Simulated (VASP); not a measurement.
Wanted: the native input for a VASP 6.6.1 run.

```
Task                   : single point
Functional             : PBEsol
Potentials or basis    : VASP PAW PBE potentials, release 64 (Zn, Cu)
Cutoff                 : 520 eV
k mesh                 : 11 × 11 × 11
Occupations            : fermi-dirac, width 0.1 eV
Spin                   : no spin polarisation
Dipole correction      : no
Further INCAR settings : ALGO = Normal; EDIFF = 1e-07; NBANDS = 18
```

The structure of ZnCu lies in POSCAR:

```
ZnCu
1.0
    2.9072118100      0.0000000000      0.0000000000
    0.0000000000      2.9072118100      0.0000000000
    0.0000000000      0.0000000000      2.9072118100
Zn Cu
1 1
Direct
    0.5000000000      0.5000000000      0.5000000000
    0.0000000000      0.0000000000      0.0000000000
```

One way to write it, as run:

INCAR

```
SYSTEM = ZnCu
ALGO = Normal ; EDIFF = 1E-7
ENCUT = 520 ; GGA = PS
ISIF = 2 ; ISMEAR = -1
LASPH = .TRUE. ; LCHARG = .FALSE.
LREAL = .FALSE. ; LWAVE = .FALSE.
NBANDS = 18 ; NELM = 60
PREC = Accurate ; SIGMA = 0.1
```

KPOINTS

```
k-points
0
G
  11 11 11
  0 0 0
```

Potentials or basis: VASP PAW PBE potentials, release 64 (Zn, Cu).

Launch:

```sh
$ cat potpaw_PBE.64/Zn/POTCAR potpaw_PBE.64/Cu/POTCAR > POTCAR
$ mpirun -np 1 vasp_std > vasp.out
```

Results of the run:

The pressure is 0.8 GPa.

Caveat: the PAW data sets were made with another functional, which shifts forces and pressure a little.

Wall time 17 s on 1 thread of Intel(R) Xeon(R) Platinum 8488C (Sapphire Rapids), on a shared host, peak memory 0.15 GiB.
